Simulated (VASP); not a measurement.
# NbP (I4_1md) in VASP: notebook, part 2 of 2

VASP 6.6.1.

## (3) Single point, r2SCAN

This run uses another cell than the first one, of 15.14 Å³/atom.

File POSCAR:

```
NbP
1.0
   -1.6407315532      1.6407315532      5.6229302316
    1.6407315532     -1.6407315532      5.6229302316
    1.6407315532      1.6407315532     -5.6229302316
Nb P
2 2
Direct
    0.2498808000      0.7498808000      0.5000000000
    0.4998808000      0.4998808000      0.0000000000
    0.8327477700      0.3327477700      0.5000000000
    0.0827477700      0.0827477700      0.0000000000
```

File INCAR.step1:

```
PREC     = Accurate       # precision mode
ENCUT    = 520            # plane-wave cutoff, eV
ISMEAR   = -1             # smearing method
SIGMA    = 0.05           # smearing width, eV
LREAL    = False          # projectors in reciprocal space
LASPH    = True           # aspherical terms in the spheres
NELM     = 80             # most SCF steps
NBANDS   = 26             # bands
GGA      = PE             # functional
ALGO     = Normal         # electronic algorithm
EDIFF    = 1E-4           # SCF threshold, eV
LWAVE    = True           # write WAVECAR
LCHARG   = False          # write CHGCAR
```

File INCAR.step2:

```
PREC     = Accurate       # precision mode
ENCUT    = 520            # plane-wave cutoff, eV
EDIFF    = 1E-6           # SCF threshold, eV
ISMEAR   = -1             # smearing method
SIGMA    = 0.05           # smearing width, eV
LREAL    = False          # projectors in reciprocal space
LASPH    = True           # aspherical terms in the spheres
NELM     = 80             # most SCF steps
ALGO     = Normal         # electronic algorithm
ISIF     = 2              # what is computed and relaxed
LWAVE    = False          # write WAVECAR
LCHARG   = False          # write CHGCAR
METAGGA  = R2SCAN         # meta-GGA
LMIXTAU  = True         
NBANDS   = 26             # bands
ISTART   = 1
```

File KPOINTS:

```
Automatic mesh
0
Gamma
  11 11 11
```

Potentials or basis: VASP PAW PBE potentials, release 64 (Nb_sv, P).

On the command line:

```bash
cat potpaw_PBE.64/Nb_sv/POTCAR potpaw_PBE.64/P/POTCAR > POTCAR
cp INCAR.step1 INCAR
mpirun -np 1 vasp_std > vasp.out
cp INCAR.step2 INCAR
mpirun -np 1 vasp_std > vasp.out
```

It took 22 min on 1 thread of AMD EPYC 9R45 (Zen 5), shared host; peak memory 0.43 GiB.

The run converged. Its results:

* Free energy: -71.9485 eV
* Pressure: 11.2 GPa
* Largest force: 0.018 eV/Å
* Band gap on the k mesh: zero (bands 18 and 19 overlap by 0.02 eV)

Forces in eV/Å, atoms in the order of the input:
```
Nb   0.000  0.000  0.018
Nb   0.000  0.000  0.018
P    0.000  0.000 -0.018
P    0.000  0.000 -0.018
```

Stress tensor (GPa, compression positive):
```
11.78  0.00  0.00
 0.00 11.78  0.00
 0.00  0.00 10.16
```

Levels at points of the mesh, in eV from the Fermi level:
```csv
k point,band 15,band 16,band 17,band 18,band 19,band 20,band 21,band 22
"(0.00, 0.00, 0.00)",-2.41,-1.93,-1.50,-1.50,0.94,1.83,3.02,3.56
```

Caveat: the cell stands under pressure; the PAW data sets were made with another functional, which shifts forces and pressure a little.

## (4) Single point, r2SCAN

This run uses another cell than the first one, of 15.46 Å³/atom.

File POSCAR:

```
NbP
1.0
   -1.6522863814      1.6522863814      5.6625296365
    1.6522863814     -1.6522863814      5.6625296365
    1.6522863814      1.6522863814     -5.6625296365
Nb P
2 2
Direct
    0.2498808000      0.7498808000      0.5000000000
    0.4998808000      0.4998808000      0.0000000000
    0.8327477700      0.3327477700      0.5000000000
    0.0827477700      0.0827477700      0.0000000000
```

File INCAR.step1:

```
SYSTEM = NbP
PREC = Accurate
ENCUT = 520
ISMEAR = -1
SIGMA = 0.05
LREAL = .False.
LASPH = .True.
NELM = 100
NBANDS = 26
GGA = PE
ALGO = Normal
EDIFF = 1E-4
LWAVE = .True.
LCHARG = .False.
```

File INCAR.step2:

```
SYSTEM = NbP
PREC = Accurate
ENCUT = 520
EDIFF = 1E-6
ISMEAR = -1
SIGMA = 0.05
LREAL = .False.
LASPH = .True.
NELM = 100
ALGO = Normal
ISIF = 2
LWAVE = .False.
LCHARG = .False.
METAGGA = R2SCAN
LMIXTAU = .True.
NBANDS = 26
ISTART = 1
```

File KPOINTS:

```
regular mesh
0
Gamma
  11 11 11
  0 0 0
```

Potentials or basis: VASP PAW PBE potentials, release 64 (Nb_sv, P).

On the command line:

```bash
cat potpaw_PBE.64/Nb_sv/POTCAR potpaw_PBE.64/P/POTCAR > POTCAR
cp INCAR.step1 INCAR
mpirun -np 1 vasp_std > vasp.out
cp INCAR.step2 INCAR
mpirun -np 1 vasp_std > vasp.out
```

OUTCAR:

```text
SYSTEM = NbP
   PREC = Accurate
   ENCUT = 520
   EDIFF = 1E-6
   ISMEAR = -1
   LREAL = .False.
   LASPH = .True.
   NELM = 100
   ISIF = 2
   METAGGA = R2SCAN
   ISTART = 1

 ion  position               nearest neighbor table
   1  0.250  0.750  0.500-   4 2.51   4 2.51   3 2.52   3 2.52   3 2.52   3 2.52
   2  0.500  0.500  0.000-   3 2.51   3 2.51   4 2.52   4 2.52   4 2.52   4 2.52
   3  0.833  0.333  0.500-   2 2.51   2 2.51   1 2.52   1 2.52   1 2.52   1 2.52
   4  0.083  0.083  0.000-   1 2.51   1 2.51   2 2.52   2 2.52   2 2.52   2 2.52
[... 892 lines left out ...]
     26      17.0997      0.00000

 [... further k-points ...]
[... 5 lines left out ...]
  --------------------------------------------------------------------------------------
  -------------------------------------------------------------------------------------
  Total        2.5588618      2.5588618      2.2169097      0.0000000      0.0000000      0.0000000
  in kB       66.3004218     66.3004218     57.4404003      0.0000000      0.0000000      0.0000000
  external PRESSURE =      63.3470813 kB  Pullay stress =       0.0000000 kB

 VOLUME and BASIS-vectors are now :
 -----------------------------------------------------------------------------
  energy-cutoff  :      520.00
  volume of cell :       61.84
      direct lattice vectors                 reciprocal lattice vectors
    -1.652286381  1.652286381  5.662529637     0.000000000  0.302610979  0.088299759
     1.652286381 -1.652286381  5.662529637     0.302610979  0.000000000  0.088299759
     1.652286381  1.652286381 -5.662529637     0.302610979  0.302610979  0.000000000

 POSITION                                       TOTAL-FORCE (eV/Angst)
 -----------------------------------------------------------------------------------
      1.65229     -0.00000      2.82991        -0.000000     -0.000000      0.010064
      0.00000      0.00000      5.66118         0.000000      0.000000      0.010064
     -0.00000      1.65229      3.76839        -0.000000     -0.000000     -0.010064
      0.00000      0.00000      0.93712        -0.000000     -0.000000     -0.010064
 -----------------------------------------------------------------------------------
    total drift:                                0.000000      0.000000      0.000126

  FREE ENERGIE OF THE ION-ELECTRON SYSTEM (eV)
  ---------------------------------------------------
  free  energy   TOTEN  =       -72.0194213455 eV

  energy  without entropy=      -72.0145359436  energy(sigma->0) =      -72.01697864
```

OUTCAR.step1:

```text
SYSTEM = NbP
   PREC = Accurate
   ENCUT = 520
   ISMEAR = -1
   LREAL = .False.
   LASPH = .True.
   NELM = 100
[... 926 lines left out ...]
      0.00000      0.00000      5.66118        -0.000000     -0.000000      0.030046
     -0.00000      1.65229      3.76839         0.000000     -0.000000     -0.030046
      0.00000      0.00000      0.93712        -0.000000      0.000000     -0.030046
 -----------------------------------------------------------------------------------
    total drift:                               -0.000000     -0.000000      0.000082

  FREE ENERGIE OF THE ION-ELECTRON SYSTEM (eV)
  ---------------------------------------------------
  free  energy   TOTEN  =       -35.2746170101 eV

  energy  without entropy=      -35.2692109479  energy(sigma->0) =      -35.27191398
```

Run time: 27 min. Hardware: 1 thread of AMD EPYC 9R45 (Zen 5), shared host; peak memory 0.43 GiB.

What came out:

```
Free energy            : -72.0194 eV
Pressure               : 6.3 GPa
Largest force          : 0.010 eV/Å
Band gap on the k mesh : zero (filled and empty bands touch)
```

Forces in eV/Å, atoms in the order of the input:
```
Nb   0.000  0.000  0.010
Nb   0.000  0.000  0.010
P    0.000  0.000 -0.010
P    0.000  0.000 -0.010
```

Stress tensor (GPa, compression positive):
```
6.63 0.00 0.00
0.00 6.63 0.00
0.00 0.00 5.74
```

Caveat: the cell stands under pressure; the PAW data sets were made with another functional, which shifts forces and pressure a little.

## (5) Single point, PBE

This run uses another cell than the first one, of 16.01 Å³/atom.

File INCAR:

```
SYSTEM = NbP
  PREC = Accurate
  ENCUT = 520
  EDIFF = 1E-7
  ISMEAR = -1
  SIGMA = 0.05
  LREAL = .False.
  LASPH = .True.
  NELM = 100
  ALGO = Normal
  ISIF = 2
  LWAVE = .False.
  LCHARG = .False.
  GGA = PE
  NBANDS = 26
```

File KPOINTS:

```
Automatic mesh
0
Gamma
  11 11 11
  0 0 0
```

File POSCAR:

```
NbP
1.0
   -1.6735700539      1.6735700539      5.7147817562
    1.6735700539     -1.6735700539      5.7147817562
    1.6735700539      1.6735700539     -5.7147817562
Nb P
2 2
Direct
    0.2500367412      0.7500367412      0.5000000000
    0.5000367412      0.5000367412      0.0000000000
    0.8325918288      0.3325918288      0.5000000000
    0.0825918288      0.0825918288      0.0000000000
```

On the command line:

```bash
cat potpaw_PBE.64/Nb_sv/POTCAR potpaw_PBE.64/P/POTCAR > POTCAR
mpirun -np 1 vasp_std > vasp.out
```

Wall time 4.4 min (1 thread of Intel Xeon 6975P-C (Granite Rapids), shared host); peak memory 0.42 GiB.

Results (log left out):

- Free energy: -35.3183 eV
- Pressure: -0.4 GPa
- Band gap on the k mesh: 0.02 eV

Levels at points of the mesh, in eV from the valence-band top:
```tsv
k point	band 16	band 17	band 18	band 19	band 20	band 21
(0.00, 0.00, 0.00)	-1.68	-1.34	-1.34	0.84	1.62	2.70
```

Caveat: the smearing spreads over this small gap; semilocal functionals underestimate gaps, and a narrow one can read as zero. A k mesh can miss the band edges.

## (6) Overview

```tsv
level	cell	gap on the mesh (eV)	pressure (GPa)	largest force (eV/Å)
PBE	a = 6.331 Å, angles 148.7, 148.7, 44.8°, 4 atoms, atomic positions A	none	-10.9	-
r2SCAN	a = 6.083 Å, angles 148.7, 148.7, 44.8°, 4 atoms, atomic positions A	none	11.2	0.02
r2SCAN	a = 6.126 Å, angles 148.7, 148.7, 44.8°, 4 atoms, atomic positions A	none	6.3	0.01
PBE	a = 6.185 Å, angles 148.6, 148.6, 45.0°, 4 atoms, atomic positions B	0.02	-0.4	-
```

Alike in all rows: task single point; potentials or basis VASP PAW PBE potentials, release 64 (Nb_sv, P); no spin polarisation; k mesh 11 × 11 × 11; cutoff (eV) 520; smearing fermi-dirac 0.05 eV.

Caveats: the cell stands under pressure (at least some runs); the PAW data sets were made with another functional, which shifts forces and pressure a little (at least some runs); the cell stands under tension (at least some runs); the smearing spreads over this small gap (at least some runs); semilocal functionals underestimate gaps, and a narrow one can read as zero (at least some runs).

Total energies depend on the potentials used, so only differences within one code and one set of settings carry meaning.
